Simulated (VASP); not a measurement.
# Ir (Fm-3m) in VASP: notebook, part 3 of 3

VASP 6.6.1. Earlier steps stand in the parts before.

## 4. Relaxation of cell and atoms, BLYP

This run uses another cell than the first one, of 14.15 Å³/atom, 0.927 times its volume.

Input file INCAR:

```
SYSTEM = Ir
PREC = Accurate
ENCUT = 600
EDIFF = 1E-7
ISMEAR = -1
SIGMA = 0.1
LREAL = .FALSE.
LASPH = .TRUE.
NELM = 80
ALGO = Normal
ISIF = 3
LWAVE = .FALSE.
LCHARG = .FALSE.
GGA = B5
ALDAX = 1.0
AGGAX = 1.0
AGGAC = 1.0
ALDAC = 0.0
IBRION = 2
NSW = 80
EDIFFG = -0.01
```

Input file KPOINTS:

```
Automatic mesh
0
G
  14 14 14
  0 0 0
```

Input file POSCAR:

```
Ir
1.0
    0.0000000000      1.9197000000      1.9197000000
    1.9197000000      0.0000000000      1.9197000000
    1.9197000000      1.9197000000      0.0000000000
Ir
1
Direct
    0.0000000000      0.0000000000      0.0000000000
```

Potentials or basis: VASP PAW PBE potentials, release 64 (Ir).

The run is started by

```sh
> cat potpaw_PBE.64/Ir/POTCAR > POTCAR
> mpirun -np 1 vasp_std > vasp.out
```

OUTCAR:

```text
SYSTEM = Ir
   PREC = Accurate
   ENCUT = 600
   EDIFF = 1E-7
   ISMEAR = -1
   LREAL = .FALSE.
   LASPH = .TRUE.
   NELM = 80
   ISIF = 3
   GGA = B5
   IBRION = 2
   NSW = 80
   EDIFFG = -0.01

 ion  position               nearest neighbor table
   1  0.000  0.000  0.000-

  LATTYP: Found a face centered cubic cell.
 ALAT       =     3.8394000000

  Lattice vectors:

 A1 = (   0.0000000000,   1.9197000000,   1.9197000000)
 A2 = (   1.9197000000,   0.0000000000,   1.9197000000)
 A3 = (   1.9197000000,   1.9197000000,   0.0000000000)

Analysis of symmetry for initial positions (statically):
=====================================================================
 Subroutine PRICEL returns:
 Original cell was already a primitive cell.

 Routine SETGRP: Setting up the symmetry group for a
 face centered cubic supercell.

 Subroutine GETGRP returns: Found 48 space group operations
 (whereof 48 operations were pure point group operations)
 out of a pool of 48 trial point group operations.

The static configuration has the point symmetry O_h .

Analysis of symmetry for dynamics (positions and initial velocities):
=====================================================================
 Subroutine PRICEL returns:
 Original cell was already a primitive cell.

 Routine SETGRP: Setting up the symmetry group for a
 face centered cubic supercell.

 Subroutine GETGRP returns: Found 48 space group operations
 (whereof 48 operations were pure point group operations)
 out of a pool of 48 trial point group operations.

The dynamic configuration has the point symmetry O_h .

 Subroutine INISYM returns: Found 48 space group operations
 (whereof 48 operations are pure point group operations),
 and found     1 'primitive' translations

----------------------------------------------------------------------------------------

                                     Primitive cell

  volume of cell :      14.1491

  direct lattice vectors                    reciprocal lattice vectors
     0.000000000  1.919700000  1.919700000    -0.260457363  0.260457363  0.260457363
     1.919700000  0.000000000  1.919700000     0.260457363 -0.260457363  0.260457363
     1.919700000  1.919700000  0.000000000     0.260457363  0.260457363 -0.260457363

  length of vectors
     2.714865776  2.714865776  2.714865776     0.451125386  0.451125386  0.451125386

  position of ions in fractional coordinates (direct lattice)
     0.000000000  0.000000000  0.000000000

  ion indices of the primitive-cell ions
   primitive index   ion index
                 1           1

----------------------------------------------------------------------------------------

 KPOINTS: Automatic mesh

Automatic generation of k-mesh.
 Grid dimensions read from file:
 generate k-points for:   14   14   14

 Generating k-lattice:

  Cartesian coordinates                     Fractional coordinates (reciprocal lattice)
    -0.018604097  0.018604097  0.018604097     0.071428571  0.000000000  0.000000000
     0.018604097 -0.018604097  0.018604097     0.000000000  0.071428571  0.000000000
     0.018604097  0.018604097 -0.018604097     0.000000000  0.000000000  0.071428571

  Length of vectors
     0.032223242  0.032223242  0.032223242

  Shift w.r.t. Gamma in fractional coordinates (k-lattice)
     0.000000000  0.000000000  0.000000000

 Subroutine IBZKPT returns following result:
 ===========================================

 Found    104 irreducible k-points:

 Following reciprocal coordinates:
            Coordinates               Weight
  0.000000  0.000000  0.000000      1.000000
  0.071429  0.000000  0.000000      8.000000
  0.142857  0.000000  0.000000      8.000000
  0.214286  0.000000  0.000000      8.000000
  0.285714  0.000000  0.000000      8.000000
  0.357143  0.000000  0.000000      8.000000
[... 16 lines left out ...]
  0.214286  0.142857  0.000000     24.000000
  0.285714  0.142857  0.000000     24.000000
 [... further k-points ...]
   k-points           NKPTS =    104   k-points in BZ     NKDIM =    104   number of bands    NBANDS=      8
   number of dos      NEDOS =    301   number of ions     NIONS =      1
   total plane-waves  NPLWV =  13824
   dimension x,y,z NGX =    24 NGY =   24 NGZ =   24
   dimension x,y,z NGXF=    48 NGYF=   48 NGZF=   48
   ions per type =               1
   NGX,Y,Z   is equivalent  to a cutoff of  14.70, 14.70, 14.70 a.u.
   NGXF,Y,Z  is equivalent  to a cutoff of  29.39, 29.39, 29.39 a.u.
 SYSTEM =  Ir
   PREC   = accura    normal or accurate (medium, high low for compatibility)
   ISTART =      0    job   : 0-new  1-cont  2-samecut
   ICHARG =      2    charge: 1-file 2-atom 10-const
   ISPIN  =      1    spin polarized calculation?
   LNONCOLLINEAR =      F non collinear calculations
   LSORBIT =      F    spin-orbit coupling
   LASPH  =      T    aspherical Exc in radial PAW
   ENCUT  =  600.0 eV  44.10 Ry    6.64 a.u.   5.42  5.42  5.42*2*pi/ulx,y,z
   NELM   =     80;   NELMIN=  2; NELMDL= -5     # of ELM steps
   EDIFF  = 0.1E-06   stopping-criterion for ELM
   LREAL  =      F    real-space projection
   EDIFFG = -.1E-01   stopping-criterion for IOM
   NSW    =     80    number of steps for IOM
   IBRION =      2    ionic relax: 0-MD 1-quasi-New 2-CG
   NFREE  =      1    steps in history (QN), initial steepest desc. (CG)
   ISIF   =      3    stress and relaxation
   ISYM   =      2    0-nonsym 1-usesym 2-fastsym
   POTIM  = 0.5000    time-step for ionic-motion
   TEBEG  =    0.0;   TEEND  =   0.0 temperature during run
   PSTRESS=    0.0 pullay stress
   NELECT =       9.0000    total number of electrons
   NUPDOWN=      -1.0000    fix difference up-down
   EMIN   =  10.00;   EMAX   =-10.00  energy-range for DOS
   EFERMI =   0.00;   METHOD = LEGACY
   ISMEAR =    -1;   SIGMA  =   0.10  broadening in eV -4-tet -1-fermi 0-gaus
   EFERMI_NEDOS =   21; number of points for ismear=-14 and -15
   IALGO  =     38    algorithm
   IMIX   =      4    mixing-type and parameters
     AMIX     =   0.40;   BMIX     =  1.00
     AMIX_MAG =   1.60;   BMIX_MAG =  1.00
  volume/ion in A,a.u.               =      14.15        95.48
  Fermi-wavevector in a.u.,A,eV,Ry     =   1.407923  2.660589 26.970118  1.982248
  Thomas-Fermi vector in A             =   2.530133
   LORBIT       =      0    0 simple, 1 ext, 2 COOP (PROOUT), +10 PAW based schemes
   GGA     = B5    functional components
   LHFCALC =     F    Hartree Fock is set to
   AEXX    =    0.0000 exact exchange contribution
   IVDW    =     0    specifies the selected vdW correction
   LEPSILON=     F    determine dielectric tensor
   LRPA    =     F    only Hartree local field effects (RPA)
 conjugate gradient relaxation of ions
 non-spin polarized calculation
  energy-cutoff  :      600.00
  volume of cell :       14.15
 maximum number of plane-waves:       495
 NGX is ok and might be reduce to    24
   NGX = 11   NGY = 11   NGZ = 11

--------------------------------------- Ionic step        1  -------------------------------------------

 number of electron       9.0000000 magnetization

 Free energy of the ion-electron system (eV)
  ---------------------------------------------------
  ext. energy  EPLUGINS =         0.00000000
  ---------------------------------------------------
  free energy    TOTEN  =        -7.35095718 eV

  energy without entropy =       -7.31619169  energy(sigma->0) =       -7.33357444

 E-fermi :  10.9266     XC(G=0): -13.2736

 val. band max:       10.9079316673   @ k =  -0.2143   0.3571   0.1429
 cond. band min:      10.9579025535   @ k =  -0.3571   0.2857   0.0000
 fundamental gap:      0.0499708862
 Fermi energy:        10.9265944878

 k-point     1 :       0.0000    0.0000    0.0000
  band No.  band energies     occupation
      1       0.0847      2.00000
      2       7.0966      2.00000
      3       7.0966      2.00000
      4       7.0966      2.00000
      5       9.7721      1.99998
      6       9.7721      1.99998
      7      25.6509      0.00000
      8      31.1086      0.00000
[... 390 lines left out ...]
  energy  without entropy=       -7.4188718055  energy(sigma->0) =       -7.43853572

--------------------------------------- Ionic step        5  -------------------------------------------

 number of electron       9.0000000 magnetization

 Free energy of the ion-electron system (eV)
  ---------------------------------------------------
  ext. energy  EPLUGINS =         0.00000000
  ---------------------------------------------------
  free energy    TOTEN  =        -7.45823398 eV

  energy without entropy =       -7.41900930  energy(sigma->0) =       -7.43862164

 E-fermi :   9.5250     XC(G=0): -12.7906

 val. band max:        9.5012108301   @ k =  -0.2143   0.3571   0.1429
 cond. band min:       9.5355705488   @ k =   0.2857   0.2857   0.0000
 fundamental gap:      0.0343597187
 Fermi energy:         9.5249609352

 k-point     1 :       0.0000    0.0000    0.0000
  band No.  band energies     occupation
      1      -0.4638      2.00000
      2       6.1550      2.00000
      3       6.1550      2.00000
      4       6.1550      2.00000
      5       8.4935      1.99993
      6       8.4935      1.99993
      7      24.3726      0.00000
      8      29.3301      0.00000
[... 281 lines left out ...]
  FREE ENERGIE OF THE ION-ELECTRON SYSTEM (eV)
  ---------------------------------------------------
  free  energy   TOTEN  =        -7.4582339787 eV

  energy  without entropy=       -7.4190093014  energy(sigma->0) =       -7.43862164

 reached required accuracy - stopping structural energy minimisation
```

OSZICAR:

```text
N       E                     dE             d eps       ncg     rms          rms(c)
DAV:   1     0.516075359348E+02    0.51608E+02   -0.50167E+03  1664   0.116E+03
DAV:   2    -0.707979752748E+01   -0.58687E+02   -0.57351E+02  1664   0.221E+02
[... 40 lines left out ...]
   4 F= -.74581996E+01 E0= -.74385357E+01  d E =-.107242E+00
       N       E                     dE             d eps       ncg     rms          rms(c)
DAV:   1    -0.745839262870E+01   -0.19307E-03   -0.57736E-03  1768   0.124E+00    0.100E-01
DAV:   2    -0.745824564641E+01    0.14698E-03   -0.42061E-04  1848   0.278E-01    0.314E-02
DAV:   3    -0.745823346127E+01    0.12185E-04   -0.61728E-05  1984   0.966E-02    0.121E-02
DAV:   4    -0.745823398709E+01   -0.52582E-06   -0.14753E-06  2160   0.130E-02    0.660E-04
DAV:   5    -0.745823397874E+01    0.83518E-08   -0.26846E-08   992   0.194E-03
   5 F= -.74582340E+01 E0= -.74386216E+01  d E =-.107277E+00
```

Wall time 55 s (1 thread of Intel Xeon Platinum 8259CL at 2.50GHz (Skylake/Cascade Lake), shared host); peak memory 0.16 GiB.

Results:

```yaml
Free_energy: -7.4582 eV
Relaxed_volume: 15.39 Å³/atom
Relaxed_cell: a = 2.792 Å, b = 2.792 Å, c = 2.792 Å, α = 60.00°, β = 60.00°, γ = 60.00°
Space_group_after_relaxing_to_0.05_Å: Fm-3m (No. 225)
Energy_gained_by_relaxing: 107.3 meV/atom
Ionic_steps: 5
Pressure_after_relaxing: 0.0 GPa
```

Step by step:
| step | energy change (eV) | largest force (eV/Å) | pressure (GPa) | volume (Å³) |
| --- | --- | --- | --- | --- |
| 1 | 0.0000 | 0.0000 | 30.25 | 14.15 |
| 2 | 0.6897 | 0.0000 | -37.86 | 20.36 |
| 3 | -0.1056 | 0.0000 | -3.10 | 15.56 |
| 4 | -0.1072 | 0.0000 | -0.47 | 15.41 |
| 5 | -0.1073 | 0.0000 | 0.04 | 15.39 |

Final structure:
```
CELL_PARAMETERS angstrom
0.00000 1.97413 1.97413
1.97413 0.00000 1.97413
1.97413 1.97413 0.00000
ATOMIC_POSITIONS crystal
Ir 0.00000 0.00000 0.00000
```

Caveat: the PAW data sets were made with another functional, which shifts forces and pressure a little; spin-orbit coupling is left out, which moves the levels of the heavy elements.

## 5. Single point, BLYP (volume scaled by 0.92)

Input file INCAR:

```
SYSTEM = Ir
  AGGAC = 1.0
  AGGAX = 1.0
  ALDAC = 0.0
  ALDAX = 1.0
  ALGO = Normal
  EDIFF = 1E-6
  ENCUT = 520
  GGA = B5
  ISIF = 2
  ISMEAR = -1
  LASPH = .True.
  LCHARG = .True.
  LELF = .True.
  LREAL = .False.
  LVHAR = .True.
  LWAVE = .False.
  NBANDS = 10
  NELM = 80
  PREC = Accurate
  SIGMA = 0.1
```

Input file KPOINTS:

```
k-points
0
Gamma
  22 22 22
  0 0 0
```

Input file POSCAR:

```
Ir
1.0
    0.0000000000      1.9148740191      1.9148740191
    1.9148740191      0.0000000000      1.9148740191
    1.9148740191      1.9148740191      0.0000000000
Ir
1
Direct
    0.0000000000      0.0000000000      0.0000000000
```

The run is started by

```sh
> cat potpaw_PBE.64/Ir/POTCAR > POTCAR
> mpirun -np 1 vasp_std > vasp.out
```

Run time: 32 s. Hardware: 1 thread of Intel Xeon Platinum 8259CL at 2.50GHz (Skylake/Cascade Lake), shared host; peak memory 0.16 GiB.

It converged, with:

| Property | Result |
| --- | --- |
| Free energy | -7.3339 eV |
| Pressure | 33.5 GPa |

Levels at points of the mesh, in eV from the Fermi level:
| k point | band 1 | band 2 | band 3 | band 4 | band 5 | band 6 | band 7 | band 8 | band 9 |
| --- | --- | --- | --- | --- | --- | --- | --- | --- | --- |
| (0.00, 0.00, 0.00) | -10.97 | -3.92 | -3.92 | -3.92 | -1.21 | -1.21 | 14.66 | 20.17 | 20.17 |
| (0.50, 0.00, 0.00) | -8.08 | -4.02 | -4.02 | -0.42 | 0.92 | 0.92 | 7.42 | 14.23 | 20.01 |
| (0.50, 0.50, 0.00) | -7.90 | -7.37 | 0.88 | 1.52 | 1.52 | 2.01 | 10.69 | 11.96 | 11.96 |

Caveat: the cell differs from its parent crystal (volume scaled by 0.92); the PAW data sets were made with another functional, which shifts forces and pressure a little; spin-orbit coupling is left out, which moves the levels of the heavy elements.

## 6. The runs side by side

```csv
task,cell,k mesh,cutoff (eV),gap on the mesh (eV),pressure (GPa)
single point,"a = 2.784 Å, angles 60.0°, 1 atom",14 × 14 × 14,520,none,2.4
single point,"a = 2.668 Å, angles 60.0°, 1 atom",22 × 22 × 22,520,none,55.8
relaxation of cell and atoms,"relaxed from a = 2.715 Å, angles 60.0°, 1 atom",14 × 14 × 14,600,none,0.0
single point,"a = 2.708 Å, angles 60.0°, 1 atom",22 × 22 × 22,520,none,33.5
```

Alike in all rows: level BLYP; potentials or basis VASP PAW PBE potentials, release 64 (Ir); no spin polarisation; smearing fermi-dirac 0.1 eV.

Caveats: the PAW data sets were made with another functional, which shifts forces and pressure a little; spin-orbit coupling is left out, which moves the levels of the heavy elements.

Absolute energies hang on the potentials; compare differences alone.
